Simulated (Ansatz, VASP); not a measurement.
Two plane-wave programs on MnS

```
CELL_PARAMETERS angstrom
3.09904 0.00000 0.00000
0.00000 3.09904 0.00000
0.00000 0.00000 3.09904
ATOMIC_POSITIONS crystal
Mn 0.50000 0.50000 0.50000
S 0.00000 0.00000 0.00000
```

Alike in both runs: task single point; functional PBEsol; k mesh 7 × 7 × 7; collinear spin.

```csv
,VASP,Ansatz
version,VASP 6.6.1,Ansatz 0.2.0
potentials or method,"VASP PAW PBE potentials, release 64 (Mn_pv, S)","plane waves, PAW"
plane-wave cutoff (eV),520,420
occupations,"fermi-dirac, width 0.1 eV",fermi-dirac
valence electrons in the cell,19,21
```

VASP gave:

* gap on the k mesh at the Fermi level (eV): none
* pressure (GPa): -11.9
* net moment per atom (μB): 1.70
* size of the moment on the site where the two differ most (μB): 3.37

What did Ansatz give for the same quantities?

gap on the k mesh at the Fermi level (eV): none; pressure (GPa): -12.2; net moment per atom (μB): 1.69; size of the moment on the site where the two differ most (μB): 3.36.

VASP's potentials were made for PBE, not for PBEsol. Site moments also hang on the region over which each program counts them. A gap of «none» marks a metal or a gap that the smearing closes. VASP's potentials hold 19 valence electrons a cell and Ansatz's 21, so a difference there can come from the potentials and not from the codes. Ansatz's warnings: given moment on shells, stress scf threshold loose.
